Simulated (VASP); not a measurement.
# NiO (R-3m) in VASP: single point with PBE+U

Aim: the single point of NiO with PBE+U.

Everything below comes from runs of VASP 6.6.1. Logs are shortened: lines on timing, memory, paths and dates and some standing lists are left out, and cuts for length are marked.

## 1. The cell of the first run

The typed cell holds 4 atoms: a = 2.977 Å, b = 2.977 Å, c = 5.150 Å, α = 73.20°, β = 90.00°, γ = 60.00°.

## 2. Single point, PBE+U, collinear spin, antiferromagnetic start (9.31 Å³/atom)

INCAR

```
SYSTEM = NiO
  ALGO = Normal
  EDIFF = 1E-6
  ENCUT = 600
  GGA = PE
  GGA_COMPAT = .FALSE.
  ISIF = 2
  ISMEAR = 0
  ISPIN = 2
  ISYM = 0
  KPAR = 4
  LASPH = .TRUE.
  LCHARG = .TRUE.
  LDAU = .TRUE.
  LDAUJ = 0 0
  LDAUL = 2 -1
  LDAUPRINT = 1
  LDAUTYPE = 2
  LDAUU = 6.2 0
  LMAXMIX = 4
  LORBIT = 11
  LREAL = .FALSE.
  LVHAR = .TRUE.
  LWAVE = .FALSE.
  MAGMOM = 1.85 -1.85 0 0
  NBANDS = 28
  NELM = 200
  PREC = Accurate
  SIGMA = 0.02
```

KPOINTS

```
k-points
0
G
  9 9 10
  0 0 0
```

POSCAR

```
NiO
1.0
    0.0000000000      2.1047910884      2.1047910884
    2.1047910882     -0.0000000002      2.1047910886
    4.2061839821      2.1013928929     -2.1013928929
Ni O
2 2
Direct
    0.0000000000      0.0000000000      0.0000000000
    0.5000000000      0.0000000000      0.5000000000
    0.7500000000      0.5000000000      0.2500000000
    1.2500000000      0.5000000000      0.7500000000
```

Potentials or basis: VASP PAW PBE potentials, release 64 (Ni, O).

Launch:

```console
$ cat potpaw_PBE.64/Ni/POTCAR potpaw_PBE.64/O/POTCAR > POTCAR
$ mpirun -np 4 vasp_std > vasp.out
```

OUTCAR:

```text
SYSTEM = NiO
   EDIFF = 1E-6
   ENCUT = 600
   GGA = PE
   ISIF = 2
   ISMEAR = 0
   ISPIN = 2
   ISYM = 0
   LASPH = .TRUE.
   LORBIT = 11
   LREAL = .FALSE.
   NELM = 200
   PREC = Accurate

 ion  position               nearest neighbor table
   1  0.000  0.000  0.000-   3 2.10   4 2.10   3 2.10   4 2.10   4 2.10   3 2.10   2 2.97   2 2.97
                             2 2.97   2 2.97   2 2.97   2 2.97
   2  0.500  0.000  0.500-   4 2.10   3 2.10   4 2.10   3 2.10   4 2.10   3 2.10   1 2.97   1 2.97
                             1 2.97   1 2.97   1 2.97   1 2.97
   3  0.750  0.500  0.250-   2 2.10   1 2.10   2 2.10   1 2.10   2 2.10   1 2.10
   4  0.250  0.500  0.750-   1 2.10   2 2.10   1 2.10   2 2.10   2 2.10   1 2.10

IMPORTANT INFORMATION: All symmetrisations will be switched off!
NOSYMM: (Re-)initialisation of all symmetry stuff for point group C_1.

----------------------------------------------------------------------------------------

                                     Primitive cell

  volume of cell :      37.2530

  direct lattice vectors                    reciprocal lattice vectors
     0.000000000  2.104791088  2.104791088    -0.118728634  0.356377900  0.118728634
     2.104791088 -0.000000000  2.104791089     0.237457268 -0.237649266  0.237649266
     4.206183982  2.101392893 -2.101392893     0.118920632  0.118920632 -0.118920632

  length of vectors
     2.976624103  2.976624103  5.150115326     0.393952009  0.411509783  0.205976577

  position of ions in fractional coordinates (direct lattice)
     0.000000000  0.000000000  0.000000000
     0.500000000  0.000000000  0.500000000
     0.750000000  0.500000000  0.250000000
     0.250000000  0.500000000  0.750000000

  ion indices of the primitive-cell ions
   primitive index   ion index
                 1           1
                 2           2
                 3           3
                 4           4

----------------------------------------------------------------------------------------

 KPOINTS: k-points

[... 191 lines left out ...]
  o =  0.9812  v = -0.3699 -0.8191  0.0001 -0.4385 -0.0000  0.0000  0.0000  0.0000  0.0000  0.0000      0.0000  0.0000  0.0000  0.0000  0.0000  0.0000  0.0000  0.0000  0.0000  0.0000
  o =  0.9812  v =  0.9262 -0.2877 -0.0000 -0.2438 -0.0000  0.0000  0.0000  0.0000  0.0000  0.0000      0.0000  0.0000  0.0000  0.0000  0.0000  0.0000  0.0000  0.0000  0.0000  0.0000
  o =  0.9830  v =  0.0000  0.0000  0.0000  0.0000  0.0000  0.5779 -0.5800 -0.0000 -0.5742  0.0000      0.0000  0.0000  0.0000  0.0000  0.0000  0.0000  0.0000  0.0000  0.0000  0.0000
  o =  0.9830  v =  0.0000  0.0000  0.0000  0.0000  0.0000  0.7580  0.6422  0.0002  0.1142 -0.0001      0.0000  0.0000  0.0000  0.0000  0.0000  0.0000  0.0000  0.0000  0.0000  0.0000
  o =  0.9830  v =  0.0000  0.0000  0.0000  0.0000  0.0000 -0.3025  0.5012 -0.0001 -0.8107 -0.0002      0.0000  0.0000  0.0000  0.0000  0.0000  0.0000  0.0000  0.0000  0.0000  0.0000
  o =  1.0283  v =  0.0000  0.0000  0.0000  0.0000  0.0000 -0.0002 -0.0000  0.9530 -0.0001  0.3031      0.0000  0.0000  0.0000  0.0000  0.0000  0.0000  0.0000  0.0000  0.0000  0.0000
  o =  1.0283  v =  0.0000  0.0000  0.0000  0.0000  0.0000  0.0001  0.0002 -0.3031 -0.0001  0.9530      0.0000  0.0000  0.0000  0.0000  0.0000  0.0000  0.0000  0.0000  0.0000  0.0000

 number of electron      31.9999995 magnetization       0.0000000

 Free energy of the ion-electron system (eV)
  ---------------------------------------------------
  ext. energy  EPLUGINS =         0.00000000
  ---------------------------------------------------
  free energy    TOTEN  =       -20.47755143 eV

  energy without entropy =      -20.47755143  energy(sigma->0) =      -20.47755143

 E-fermi :   6.1388     XC(G=0): -12.5137

 val. band max:        6.0037377153   @ k =   0.0000  -0.0000   0.5000
 cond. band min:       9.2618573739   @ k =   0.0000   0.0000   0.0000
 fundamental gap:      3.2581196586
 Fermi energy:         6.1388448152

 spin component 1

 k-point     1 :       0.0000    0.0000    0.0000
  band No.  band energies     occupation
      1     -12.0778      1.00000
      2     -10.6928      1.00000
      3      -0.8015      1.00000
      4      -0.1402      1.00000
      5      -0.1401      1.00000
      6       1.7729      1.00000
[... 1481 lines left out ...]
     27      24.5686      0.00000
     28      27.3243      0.00000

 [... further k-points ...]

------------------------ aborting loop because EDIFF is reached ----------------------------------------

  FORCE on cell =-STRESS in cart. coord.  units (eV):
  Direction    XX          YY          ZZ          XY          YZ          ZX
  --------------------------------------------------------------------------------------
  -------------------------------------------------------------------------------------
  Total       -0.7952062     -0.7962197     -0.7975365      0.0025069     -0.0024833     -0.0024765
  in kB      -34.2002702    -34.2438599    -34.3004929      0.1078158     -0.1068040     -0.1065113
  external PRESSURE =     -34.2482077 kB  Pullay stress =       0.0000000 kB

 VOLUME and BASIS-vectors are now :
 -----------------------------------------------------------------------------
  energy-cutoff  :      600.00
  volume of cell :       37.25
      direct lattice vectors                 reciprocal lattice vectors
     0.000000000  2.104791088  2.104791088    -0.118728634  0.356377900  0.118728634
     2.104791088 -0.000000000  2.104791089     0.237457268 -0.237649266  0.237649266
     4.206183982  2.101392893 -2.101392893     0.118920632  0.118920632 -0.118920632

 POSITION                                       TOTAL-FORCE (eV/Angst)
 -----------------------------------------------------------------------------------
      0.00000      0.00000      0.00000        -0.000000     -0.000000      0.000000
      2.10309      2.10309      0.00170         0.000000     -0.000000      0.000000
      2.10394      2.10394      2.10564        -0.000001     -0.000000      0.000000
      4.20703      2.10224      0.00255         0.000001      0.000000     -0.000000
 -----------------------------------------------------------------------------------
    total drift:                                0.000001      0.000000     -0.000000

  FREE ENERGIE OF THE ION-ELECTRON SYSTEM (eV)
  ---------------------------------------------------
  free  energy   TOTEN  =       -20.4775514267 eV

  energy  without entropy=      -20.4775514267  energy(sigma->0) =      -20.47755143

 total charge

# of ion       s       p       d       tot
------------------------------------------
    1        0.335   0.405   8.224   8.964
    2        0.335   0.405   8.224   8.964
    3        1.546   3.464   0.000   5.010
    4        1.546   3.464   0.000   5.010
--------------------------------------------------
tot          3.763   7.738  16.448  27.949

 magnetization (x)

# of ion       s       p       d       tot
------------------------------------------
    1       -0.001  -0.005   1.759   1.752
    2        0.001   0.005  -1.759  -1.752
    3       -0.000  -0.000   0.000  -0.000
    4        0.000  -0.000   0.000  -0.000
--------------------------------------------------
tot          0.000  -0.000   0.000  -0.000
```

It took 3 min on 4 MPI ranks of Intel Xeon Platinum 8488C (Sapphire Rapids), shared host; peak memory 0.74 GiB.

What came out:

| Quantity | Value |
| --- | --- |
| Free energy | -20.4776 eV |
| Pressure | -3.4 GPa |
| Band gap on the k mesh | 3.26 eV |
| Net moment | 0.00 μB per cell |
| Site moments | Ni +1.75, -1.75; O -0.00 μB |
| Valence electrons inside the program's atomic spheres | Ni 8.96; O 5.01 |

Levels at points of the mesh, in eV from the valence-band top:
Spin up:
```csv
k point,band 13,band 14,band 15,band 16,band 17,band 18,band 19,band 20
"(0.00, 0.00, 0.00)",-0.75,-0.73,-0.73,-0.73,3.26,4.30,4.30,7.27
"(0.00, 0.00, 0.50)",-1.33,-1.33,0.00,0.00,4.16,4.16,5.96,6.08
```
Spin down:
| k point | band 14 | band 15 | band 16 | band 17 | band 18 | band 19 |
| --- | --- | --- | --- | --- | --- | --- |
| (0.00, 0.00, 0.00) | -0.73 | -0.73 | -0.73 | 3.26 | 4.30 | 4.30 |
| (0.00, 0.00, 0.50) | -1.33 | 0.00 | 0.00 | 4.16 | 4.16 | 5.96 |

Eigenvalues of the final occupation matrices:
```tsv
site	spin	trace	eigenvalues
site 1 d	1	5.01	0.98 0.98 0.98 1.03 1.03
site 1 d	2	3.24	0.15 0.15 0.98 0.98 0.98
site 2 d	1	3.24	0.15 0.15 0.98 0.98 0.98
site 2 d	2	5.01	0.98 0.98 0.98 1.03 1.03
```

Caveat: the cell stands under tension.
